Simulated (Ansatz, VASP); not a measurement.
**Two plane-wave programs on C**

File INCAR:

```
ALGO = Normal ; EDIFF = 1E-7
ENCUT = 520 ; GGA = PE
ISIF = 2 ; ISMEAR = 0
LASPH = True ; LCHARG = False
LREAL = False ; LWAVE = False
NBANDS = 16 ; NELM = 100
PREC = Accurate ; SIGMA = 0.15
```

The input KPOINTS:

```
k-points
0
Gamma
  18 18 6
```

Contents of POSCAR:

```
C
1.0
    1.3196064893     -2.1858142842      0.0000000000
    1.3196064893      2.1858142842      0.0000000000
    0.0000000000      0.0000000000      8.7070207245
C
4
Direct
    0.0833329406      0.9166670594      0.7503043452
    0.5833329406      0.4166670594      0.2496956548
    0.9166670594      0.0833329406      0.2496956548
    0.4166670594      0.5833329406      0.7503043452
```

Input for Ansatz:

```yaml
crystal:
  lattice:
    - [1.3196064893, -2.1858142842, 0.0]
    - [1.3196064893, 2.1858142842, 0.0]
    - [0.0, 0.0, 8.7070207245]
  atoms:
    - { symbol: C, position: [0.0833329406, 0.9166670594, 0.7503043452] }
    - { symbol: C, position: [0.5833329406, 0.4166670594, 0.2496956548] }
    - { symbol: C, position: [0.9166670594, 0.0833329406, 0.2496956548] }
    - { symbol: C, position: [0.4166670594, 0.5833329406, 0.7503043452] }
basis:
  ecutwfc: 520.0
kpoints:
  mp_grid: { grid: [18, 18, 6] }
hamiltonian:
  xc: pbe
  pseudopotentials: { kind: paw, azcp: { folder: soft_1 } }
scf:
  occupations: { method: gaussian, width: 0.15 }
output:
  forces: true
  stress: true
  eigenvalues: true
```

Change from the starting cell: normal strain along x +0.0700, normal strain along y +0.0233.

Alike in both runs: task single point; functional PBE; k mesh 18 × 18 × 6; occupations gaussian, width 0.15 eV; no spin polarisation.

```csv
,VASP,Ansatz
version,VASP 6.6.1,Ansatz 0.2.0
potentials or method,"VASP PAW PBE potentials, release 64 (C), cutoff 520 eV","scalar-relativistic, plane waves, PAW"
valence electrons in the cell,16,16
```

```csv
,VASP,Ansatz,Ansatz less VASP
gap on the k mesh at the Fermi level (eV),0.36,0.36,-0.001
least direct gap on the mesh (eV),0.36,0.36,-0.001
pressure (GPa),-23.0,-23.3,-0.25
"traceless stress, the component that is largest in VASP (GPa)",-23.47,-23.57,-0.098
rms of the force components (eV/Å),0.041,0.034,-0.0071
```

Atom by atom the forces differ by 0.007 eV/Å (rms over components).
